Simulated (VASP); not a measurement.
The system is GeIrRu3.

```
Ge Ru Ir
1.0
     3.90928    0.00000    0.00000
    -1.95464    3.38554    0.00000
     0.00000    0.00000    6.00409
Ge Ru Ir
1 3 1
Direct
  0.00000 0.00000 0.00000
  0.50000 0.00000 0.00000
  0.00000 0.50000 0.00000
  0.50000 0.50000 0.00000
  0.00000 0.00000 0.50000
```

| Property | Result |
| --- | --- |
| Program | VASP 6.6.1 |
| Task | relaxation of cell and atoms |
| Functional | PBE |
| Potentials or basis | VASP PAW PBE potentials, release 64 (Ge_d, Ru_pv, Ir) |
| Cutoff | 600 eV |
| k mesh | 6 × 6 × 4 |
| Occupations | gaussian, width 0.1 eV |
| Spin | no spin polarisation |

At the start: pressure 244.3 GPa; volume 15.89 Å³/atom.

Where does the relaxation end?

Over 19 steps the energy falls by 7798.9 meV/atom and the volume is 20.06 Å³/atom (+26.2 %); space group P6/mmm (No. 191, to 0.05 Å).

The path:
```
step  energy change (eV)  largest force (eV/Å)  pressure (GPa)  volume (Å³)
   1              0.0000                0.0000          244.27        79.46
   2            429.5820                0.0000         -273.34       560.22
   3            -35.0969                0.0000           10.33       116.71
   4            -35.6560                0.0000            3.29       120.84
   5            -36.0237                0.0000           -5.07       127.31
   6            -36.0376                0.0000           -6.44       128.65
   7            -36.0354                0.0000           -7.48       129.75
   8            -37.9987                0.0000           -7.86       114.15
   9             -4.6795                0.0000          186.00        66.77
  10            -38.3234                0.0000           -7.29       111.32
  11            -37.5531                0.0000           16.85        90.79
  12            -38.8459                0.0000           -4.83       105.42
  13            -38.9663                0.0000            0.22        99.67
  14            -38.9874                0.0000           -1.73       101.47
  15            -38.9876                0.0000           -1.16       100.90
  16            -38.9733                0.0000            3.13        98.43
  17            -38.9935                0.0000            0.27       100.02
  18            -38.9942                0.0000           -0.10       100.43
  19            -38.9943                0.0000           -0.01       100.31
```

Final structure:
```yaml
crystal:
  lattice:
    - [5.02897, 0.00000, 0.00000]
    - [-2.51449, 4.35522, 0.00000]
    - [0.00000, 0.00000, 4.57982]
  atoms:
    - { symbol: Ge, position: [0.00000, 0.00000, 0.00000] }
    - { symbol: Ru, position: [0.50000, 0.00000, 0.00000] }
    - { symbol: Ru, position: [0.00000, 0.50000, 0.00000] }
    - { symbol: Ru, position: [0.50000, 0.50000, 0.00000] }
    - { symbol: Ir, position: [0.00000, 0.00000, 0.50000] }
```

Caveat: the volume moved by over 15 % at a fixed basis, so the end points are rough.
